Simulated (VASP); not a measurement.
PbF2: single point with PBE

Crystal: PbF2.

```xyz
3
Lattice="0.0000 2.9443 2.9443 2.9443 0.0000 2.9443 2.9443 2.9443 0.0000" Properties=species:S:1:pos:R:3 pbc="T T T"
Pb    0.0000    0.0000    0.0000
F     1.4722    1.4722    1.4722
F     4.4165    4.4165    4.4165
```

| Property | Result |
| --- | --- |
| Program | VASP 6.6.1 |
| Task | single point |
| Functional | PBE |
| Potentials or basis | VASP PAW PBE potentials, release 64 (Pb_d, F) |
| Cutoff | 520 eV |
| k mesh | 10 × 10 × 10 |
| Occupations | gaussian, width 0.05 eV |
| Spin | no spin polarisation |
| Dipole correction | no |
| Further INCAR settings | ALGO = Normal; EDIFF = 1e-07; NBANDS = 21 |

| Quantity | Value |
| --- | --- |
| Pressure | 4.1 GPa |
| Band gap on the k mesh | 4.42 eV (least direct gap 4.56 eV) |

Levels at points of the mesh, in eV from the valence-band top:
```csv
k point,band 11,band 12,band 13,band 14,band 15,band 16,band 17,band 18
"(0.00, 0.00, 0.00)",-2.59,-2.09,-2.09,-2.09,6.80,6.80,6.80,10.70
"(0.50, 0.00, 0.00)",-2.81,-2.26,-2.26,-0.03,5.03,7.74,7.74,13.26
"(0.50, 0.50, 0.00)",-1.66,-1.66,-1.66,-0.14,4.42,7.98,7.98,8.93
```

Run time: 41 s on 1 thread of AMD EPYC 7R43 64-Core Processor (Zen 3) (shared host), peak memory 0.16 GiB.

Caveat: the cell stands under pressure; spin-orbit coupling is left out, which moves the levels of the heavy elements. A k mesh can miss the band edges.
